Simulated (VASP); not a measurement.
Input of a VASP 6.6.1 run:

Contents of INCAR:

```
PREC = Accurate ; ENCUT = 500
EDIFF = 1E-6 ; ISMEAR = 0
SIGMA = 0.027000000000000003 ; LREAL = False
LASPH = True ; NELM = 200
ALGO = Normal ; ISIF = 2
LWAVE = False ; LCHARG = False
ISPIN = 2 ; MAGMOM = 4 4 0 0
LORBIT = 11 ; LMAXMIX = 4
GGA = PE ; NBANDS = 31
GGA_COMPAT = False
```

KPOINTS

```
regular mesh
0
Gamma
  8 8 4
```

POSCAR

```
MnS
1.0
    3.9535769233      0.0000000000      0.0000000000
   -1.9767884617      3.4238980514      0.0000000000
    0.0000000000      0.0000000000      6.3425288600
Mn S
2 2
Direct
    0.6666666667      0.3333333333      0.4988446700
    0.3333333333      0.6666666667      0.9988446700
    0.3333333333      0.6666666667      0.6261543000
    0.6666666667      0.3333333333      0.1261543000
```

Potentials or basis: VASP PAW PBE potentials, release 64 (Mn_pv, S).

Command:

```bash
$ cat potpaw_PBE.64/Mn_pv/POTCAR potpaw_PBE.64/S/POTCAR > POTCAR
$ mpirun -np 1 vasp_std > vasp.out
```

**Question.** What does it give for the pressure?

**Answer.** 2.8 GPa.

**Question.** What does it give for the site moments?

**Answer.** Mn +4.32; S +0.10 μB.

**Question.** What does it give for the net moment?

**Answer.** 9.87 μB per cell.

**Question.** Estimate the largest force.

**Answer.** 0.288 eV/Å.

Forces on the atoms (eV/Å):
```
Mn   0.000  0.000  0.288
Mn   0.000  0.000  0.288
S    0.000  0.000 -0.288
S    0.000  0.000 -0.288
```

Caveat: only a ferromagnetic start was run, and an antiferromagnetic order may lie lower in energy.
